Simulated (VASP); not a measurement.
A run of VASP 6.6.1:

File INCAR:

```
ALGO = Normal ; EDIFF = 1E-6
ENCUT = 520 ; GGA = PS
ISIF = 2 ; ISMEAR = 0
LASPH = True ; LCHARG = False
LREAL = False ; LWAVE = False
NBANDS = 38 ; NELM = 100
PREC = Accurate ; SIGMA = 0.1
```

Contents of KPOINTS:

```
k-points
0
Gamma
  4 6 4
```

File POSCAR:

```
SiNi
1.0
    5.1731000000      0.0000000000      0.0000000000
    0.0000000000      3.3381000000      0.0000000000
    0.0000000000      0.0000000000      5.6049000000
Si Ni
4 4
Direct
    0.3212800000      0.7500000000      0.0825000000
    0.1787200000      0.2500000000      0.5825000000
    0.8212800000      0.7500000000      0.4175000000
    0.6787200000      0.2500000000      0.9175000000
    0.0077900000      0.2500000000      0.1875200000
    0.4922100000      0.7500000000      0.6875200000
    0.5077900000      0.2500000000      0.3124800000
    0.9922100000      0.7500000000      0.8124800000
```

Potentials or basis: VASP PAW PBE potentials, release 64 (Si, Ni).

Command:

```bash
$ cat potpaw_PBE.64/Si/POTCAR potpaw_PBE.64/Ni/POTCAR > POTCAR
$ mpirun -np 1 vasp_std > vasp.out
```

Hardware: 1 thread of Intel Xeon 8259CL (shared host).

Question: Estimate the wall time of this run.

Answer: It took 3 min on 1 thread of Intel Xeon 8259CL, on a shared host, peak memory 0.26 GiB. Counts: scf iterations 15, k points 36.
